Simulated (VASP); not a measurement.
GaN: single point with PBEsol

The system is GaN, a slab with vacuum.

```
CELL_PARAMETERS angstrom
3.18258 0.00000 0.00000
-1.59129 2.75619 0.00000
0.00000 0.00000 32.73094
ATOMIC_POSITIONS crystal
N 0.59781 0.40219 0.24054
N 0.26284 0.73716 0.31446
N 0.59547 0.40453 0.39240
N 0.26126 0.73874 0.47109
Ga 0.26447 0.73553 0.25107
Ga 0.59619 0.40381 0.33091
Ga 0.26214 0.73786 0.41014
Ga 0.59460 0.40540 0.49086
```

| Quantity | Value |
| --- | --- |
| Program | VASP 6.6.1 |
| Task | single point |
| Functional | PBEsol |
| Potentials or basis | VASP PAW PBE potentials, release 64 (N, Ga_d) |
| Cutoff | 520 eV |
| k mesh | 12 × 12 × 1 |
| Occupations | gaussian, width 0.1 eV |
| Spin | no spin polarisation |
| Dipole correction | yes |
| Further INCAR settings | ALGO = Normal; EDIFF = 1e-06; NBANDS = 46 |

```json
{"Largest force": "0.938 eV/Å", "Band gap on the k mesh": "zero (bands 36 and 37 overlap by 0.12 eV)"}
```

Forces on the atoms (eV/Å):
```
N   -0.004  0.002  0.063
N    0.005 -0.003  0.337
N    0.003 -0.002  0.413
N    0.005 -0.003  0.938
Ga  -0.005  0.003 -0.166
Ga  -0.002  0.001 -0.375
Ga  -0.003  0.002 -0.606
Ga   0.001  0.000 -0.603
```

Levels at points of the mesh, in eV from the Fermi level:
| k point | band 33 | band 34 | band 35 | band 36 | band 37 | band 38 | band 39 | band 40 |
| --- | --- | --- | --- | --- | --- | --- | --- | --- |
| (0.00, 0.00, 0.00) | -0.78 | -0.78 | -0.09 | 0.06 | 0.06 | 2.27 | 2.80 | 3.64 |
| (0.50, 0.00, 0.00) | -2.33 | -1.98 | -1.46 | -0.15 | 0.38 | 2.65 | 3.97 | 4.69 |
| (0.50, 0.50, 0.00) | -2.33 | -1.99 | -1.46 | -0.15 | 0.38 | 2.65 | 3.97 | 4.69 |

It took 71 min on 1 thread of Intel Xeon 8259CL (shared host), peak memory 0.65 GiB.

Caveat: the PAW data sets were made with another functional, which shifts forces and pressure a little.
